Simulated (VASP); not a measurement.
Write the native input for VASP 6.6.1 that does the following.

| Quantity | Value |
| --- | --- |
| Task | single point |
| Functional | PBE |
| Potentials or basis | VASP PAW PBE potentials, release 64 (Ni) |
| Cutoff | 520 eV |
| k mesh | 7 × 11 × 9 |
| Occupations | fermi-dirac, width 0.1 eV |
| Spin | collinear spin, ferromagnetic start |
| Starting moments | [0.4, 0.4] μB |
| Dipole correction | no |
| Further INCAR settings | ALGO = Normal; EDIFF = 1e-06; NBANDS = 21; ISYM = 0 |

The structure of Ni lies in POSCAR:

```
Ni
1.0
   -1.7585000000     -3.5170000000     -1.7585000000
   -1.7585000000      0.0000000000     -1.7585000000
    1.7585000000      0.0000000000     -1.7585000000
Ni
2
Direct
    0.0000000000      0.0000000000      0.0000000000
    0.5000000000      0.0000000000      0.5000000000
```

These files were run (other wordings do the same):

INCAR

```
ALGO = Normal ; EDIFF = 1E-6
ENCUT = 520 ; GGA = PE
ISIF = 2 ; ISMEAR = -1
ISPIN = 2 ; ISYM = 0
LASPH = T ; LCHARG = F
LMAXMIX = 4 ; LORBIT = 11
LREAL = F ; LWAVE = F
MAGMOM = 0.4 0.4 ; NBANDS = 21
NELM = 150 ; PREC = Accurate
SIGMA = 0.1
```

KPOINTS

```
k-points
0
Gamma
  7 11 9
```

Potentials or basis: VASP PAW PBE potentials, release 64 (Ni).

Launch:

```console
$ cat potpaw_PBE.64/Ni/POTCAR > POTCAR
$ mpirun -np 1 vasp_std > vasp.out
```

Results of the run:

```yaml
Pressure: 0.3 GPa
Net_moment: 1.19 μB per cell
Site_moments: Ni +0.61 μB
Valence_electrons_inside_the_program's_atomic_spheres: Ni 9.31
```

It took 4.8 min on 1 thread of Oxide Virtual Turin-like Processor (shared host), peak memory 0.27 GiB.
